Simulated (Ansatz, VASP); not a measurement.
ZnO: VASP beside Ansatz

Contents of INCAR:

```
PREC = Accurate
ENCUT = 600
EDIFF = 1E-6
ISMEAR = 0
SIGMA = 0.01
LREAL = F
LASPH = T
NELM = 100
ALGO = Normal
ISIF = 3
LWAVE = F
LCHARG = F
GGA = RP
IBRION = 2
NSW = 80
EDIFFG = -0.05
```

KPOINTS

```
regular mesh
0
Gamma
  6 6 4
```

File POSCAR:

```
ZnO
1.0
    3.2493080000      0.0000000000      0.0000000000
   -1.6246540000      2.8139832727      0.0000000000
    0.0000000000      0.0000000000      5.2057090000
Zn O
2 2
Direct
    0.3333330000      0.6666670000      0.5000000000
    0.6666670000      0.3333330000      0.0000000000
    0.6666670000      0.3333330000      0.3790100000
    0.3333330000      0.6666670000      0.8790100000
```

Input for Ansatz:

```yaml
crystal:
  lattice:
    - [3.249308, 0.0, 0.0]
    - [-1.6246539999999994, 2.813983272720007, 0.0]
    - [0.0, 0.0, 5.205709]
  atoms:
    - { symbol: Zn, position: [0.333333, 0.666667, 0.5] }
    - { symbol: Zn, position: [0.666667, 0.333333, 0.0] }
    - { symbol: O, position: [0.666667, 0.333333, 0.37901] }
    - { symbol: O, position: [0.333333, 0.666667, 0.8790099999999998] }
basis:
  ecutwfc: 420.0
kpoints:
  mp_grid:
    grid: [6, 6, 4]
hamiltonian:
  xc: rpbe
  dispersion: none
scf:
  occupations:
    method: fixed
relax:
  f_tol: 0.05
  cell: {}
```

Alike in both runs: task relaxation of cell and atoms; functional RPBE; k mesh 6 × 6 × 4; no spin polarisation.

|  | VASP | Ansatz |
| --- | --- | --- |
| version | VASP 6.6.1 | Ansatz 0.2.0 |
| potentials or method | VASP PAW PBE potentials, release 64 (Zn, O), cutoff 600 eV | plane waves, PAW |
| occupations | gaussian, width 0.01 eV | fixed |
| valence electrons in the cell | 36 | 36 |

```tsv
	VASP	Ansatz	Ansatz less VASP
relaxed volume (Å³/atom)	12.84	12.76	-0.079
relaxed cell length with the largest relative difference (Å)	3.328	3.318	-0.0098
```

VASP's potentials were made for PBE, not for RPBE. Ansatz's warnings: structure snapped to symmetry.
